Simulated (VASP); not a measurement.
# AlN: relaxation of cell and atoms with PBE

AlN:

```xyz
2
Lattice="0.0000 2.4299 2.4299 2.4299 0.0000 2.4299 2.4299 2.4299 0.0000" Properties=species:S:1:pos:R:3 pbc="T T T"
Al    0.0000    0.0000    0.0000
N     3.6449    3.6449    3.6449
```

```json
{"Program": "VASP 6.6.1", "Task": "relaxation of cell and atoms", "Functional": "PBE", "Potentials or basis": "VASP PAW PBE potentials, release 64 (Al, N)", "Cutoff": "600 eV", "k mesh": "5 × 5 × 5", "Occupations": "gaussian, width 0.15 eV", "Spin": "no spin polarisation", "Dipole correction": "no", "Further INCAR settings": "ALGO = Normal; EDIFF = 1e-07; IBRION = 2; EDIFFG = -0.08; NSW = 36; ISIF = 3"}
```

The relaxed volume is 10.68 Å³/atom. The relaxed cell is a = 3.114 Å, b = 3.114 Å, c = 3.114 Å, α = 60.00°, β = 60.00°, γ = 60.00° and the space group after relaxing (to 0.05 Å) is F-43m (No. 216). The energy gained by relaxing is 471.5 meV/atom and the ionic steps are 3. The pressure after relaxing is -0.5 GPa. The band gap on the k mesh is 3.86 eV, indirect (least direct gap 3.98 eV).

The path:
```
step  energy change (eV)  largest force (eV/Å)  pressure (GPa)  volume (Å³)
   1              0.0000                0.0000          -31.69        28.70
   2             -0.6485                0.0000           37.21        18.45
   3             -0.9430                0.0000           -0.50        21.36
```

Final structure:
```xyz
2
Lattice="0.0000 2.2021 2.2021 2.2021 0.0000 2.2021 2.2021 2.2021 0.0000" Properties=species:S:1:pos:R:3 pbc="T T T"
Al    0.0000    0.0000    0.0000
N     3.3032    3.3032    3.3032
```

Levels at points of the mesh, in eV from the valence-band top:
| k point | band 1 | band 2 | band 3 | band 4 | band 5 | band 6 | band 7 | band 8 |
| --- | --- | --- | --- | --- | --- | --- | --- | --- |
| (0.00, 0.00, 0.00) | -14.84 | 0.00 | 0.00 | 0.00 | 3.98 | 12.31 | 12.31 | 12.31 |

Run time: 13 s on 1 thread of Intel(R) Xeon(R) Platinum 8488C (Sapphire Rapids), with other jobs on the host, peak memory 0.15 GiB.

Caveat: the k points lie up to 0.49 Å⁻¹ apart in the final cell; the volume moved by over 15 % at a fixed basis, so the end points are rough. A k mesh can miss the band edges.
